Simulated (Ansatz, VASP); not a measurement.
**Si5O in VASP and in Ansatz**

```xyz
6
Lattice="0.0000 3.4152 3.4152 3.4152 0.0000 3.4152 3.4152 3.4152 0.0000" Properties=species:S:1:pos:R:3 pbc="T T T"
Si    1.7076    1.7076    1.7076
Si    4.2615    2.5690    2.5690
Si    4.2615    4.2615    4.2615
Si    2.5690    2.5690    4.2615
Si    2.5690    4.2615    2.5690
O     0.0000    0.0000    0.0000
```

Change from the starting cell: species swapped into the DyCu5 type (F-43m, No. 216).

Alike in both runs: task single point; functional PBE; k mesh 4 × 4 × 4; occupations gaussian, width 0.1 eV; collinear spin.

|  | VASP | Ansatz |
| --- | --- | --- |
| version | VASP 6.6.1 | Ansatz 0.2.0 |
| potentials or method | VASP PAW PBE potentials, release 64 (Si, O), cutoff 520 eV | scalar-relativistic, plane waves, PAW |
| valence electrons in the cell | 26 | 26 |

```csv
,VASP,Ansatz,Ansatz less VASP
gap on the k mesh at the Fermi level (eV),none,none,-
pressure (GPa),10.2,10.3,+0.12
rms of the force components (eV/Å),0.386,0.388,+0.0024
net moment per atom (μB),0.00,0.00,0.000
```

Atom by atom the forces differ by 0.002 eV/Å (rms over components). A gap of «none» marks a metal or a gap that the smearing closes. Ansatz's warnings: seeded moment not kept.

The k mesh is coarse, so the values compare programs but aren't converged.
